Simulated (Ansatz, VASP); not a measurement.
## Two plane-wave programs on SrH12Br2O6

The input INCAR:

```
  PREC = Accurate
  ENCUT = 520
  EDIFF = 1E-8
  ISMEAR = -1
  SIGMA = 0.02
  LREAL = Auto
  LASPH = True
  NELM = 60
  ALGO = Normal
  ISIF = 2
  LWAVE = False
  LCHARG = False
  GGA = CA
  LEFG = True
  NBANDS = 52
```

KPOINTS

```
regular mesh
0
Gamma
  3 3 5
```

POSCAR

```
SrH12Br2O6
1.0
    8.2040000000      0.0000000000      0.0000000000
   -4.1020000000      7.1048724126      0.0000000000
    0.0000000000      0.0000000000      4.1590000000
Sr H Br O
1 12 2 6
Direct
    0.0000000000      0.0000000000      0.0000000000
    0.0958604894      0.4331783092      0.9056337415
    0.5668216908      0.6626821802      0.9056337415
    0.3373178198      0.9041395106      0.9056337415
    0.4331783092      0.0958604894      0.0943662585
    0.6626821802      0.5668216908      0.0943662585
    0.9041395106      0.3373178198      0.0943662585
    0.3446714694      0.2356021041      0.5135799596
    0.7643978959      0.1090693653      0.5135799596
    0.8909306347      0.6553285306      0.5135799596
    0.2356021041      0.3446714694      0.4864200404
    0.1090693653      0.7643978959      0.4864200404
    0.6553285306      0.8909306347      0.4864200404
    0.3333333333      0.6666666667      0.5847148165
    0.6666666667      0.3333333333      0.4152851835
    0.7838876809      0.0000000000      0.5000000000
    0.0000000000      0.7838876809      0.5000000000
    0.2161123191      0.2161123191      0.5000000000
    0.3132492948      0.0000000000      0.0000000000
    0.0000000000      0.3132492948      0.0000000000
    0.6867507052      0.6867507052      0.0000000000
```

Input for Ansatz:

```yaml
crystal:
  lattice:
    - [8.204, 0.0, 0.0]
    - [-4.102, 7.1048724126, 0.0]
    - [0.0, 0.0, 4.159]
  atoms:
    - { symbol: Sr, position: [0.0, 0.0, 0.0] }
    - { symbol: H, position: [0.0958604894, 0.4331783092, 0.9056337415] }
    - { symbol: H, position: [0.5668216908, 0.6626821802, 0.9056337415] }
    - { symbol: H, position: [0.3373178198, 0.9041395106, 0.9056337415] }
    - { symbol: H, position: [0.4331783092, 0.0958604894, 0.0943662585] }
    - { symbol: H, position: [0.6626821802, 0.5668216908, 0.0943662585] }
    - { symbol: H, position: [0.9041395106, 0.3373178198, 0.0943662585] }
    - { symbol: H, position: [0.3446714694, 0.2356021041, 0.5135799596] }
    - { symbol: H, position: [0.7643978959, 0.1090693653, 0.5135799596] }
    - { symbol: H, position: [0.8909306347, 0.6553285306, 0.5135799596] }
    - { symbol: H, position: [0.2356021041, 0.3446714694, 0.4864200404] }
    - { symbol: H, position: [0.1090693653, 0.7643978959, 0.4864200404] }
    - { symbol: H, position: [0.6553285306, 0.8909306347, 0.4864200404] }
    - { symbol: Br, position: [0.3333333333, 0.6666666667, 0.5847148165] }
    - { symbol: Br, position: [0.6666666667, 0.3333333333, 0.4152851835] }
    - { symbol: O, position: [0.7838876809, 0.0, 0.5] }
    - { symbol: O, position: [0.0, 0.7838876809, 0.5] }
    - { symbol: O, position: [0.2161123191, 0.2161123191, 0.5] }
    - { symbol: O, position: [0.3132492948, 0.0, 0.0] }
    - { symbol: O, position: [0.0, 0.3132492948, 0.0] }
    - { symbol: O, position: [0.6867507052, 0.6867507052, 0.0] }
kpoints:
  mp_grid: { grid: [3, 3, 5] }
scf:
  occupations: { method: fermi_dirac, width: 0.02 }
hamiltonian:
  xc: lda
  pseudopotentials: { kind: paw }
output:
  forces: true
  stress: true
  populations: true
  efg:
    quadrupole_moments_barn: { Sr: 0.305, H: 0.00285783, Br: 0.2579, O: -0.02558 }
    contact_densities: true
  write_density: true
  write_potential: true
  elf: true
  volumetric_format: npy
```

Alike in both runs: task electric field gradients; functional LDA; k mesh 3 × 3 × 5; occupations fermi-dirac, width 0.02 eV; no spin polarisation.

|  | VASP | Ansatz |
| --- | --- | --- |
| version | VASP 6.6.1 | Ansatz 0.2.0 |
| potentials or method | VASP PAW LDA potentials, release 64 (Sr_sv, H, Br, O) | plane-wave PAW, scalar-relativistic |
| plane-wave cutoff (eV) | 520 | 420 |
| valence electrons in the cell | 72 | 72 |

```tsv
	VASP	Ansatz	Ansatz less VASP
gap on the k mesh at the Fermi level (eV)	3.93	3.92	-0.009
pressure (GPa)	-1.8	-2.1	-0.28
traceless stress, the component that is largest in VASP (GPa)	-0.56	-0.22	+0.344
rms of the force components (eV/Å)	0.248	0.171	-0.0763
size of Vzz on the site where it differs most (V/Å²)	66.1	68.4	+2.30
```

LDA's correlation is that of Perdew and Zunger in VASP and of Perdew and Wang (1992) in Ansatz. Atom by atom the forces differ by 0.079 eV/Å (rms over components).
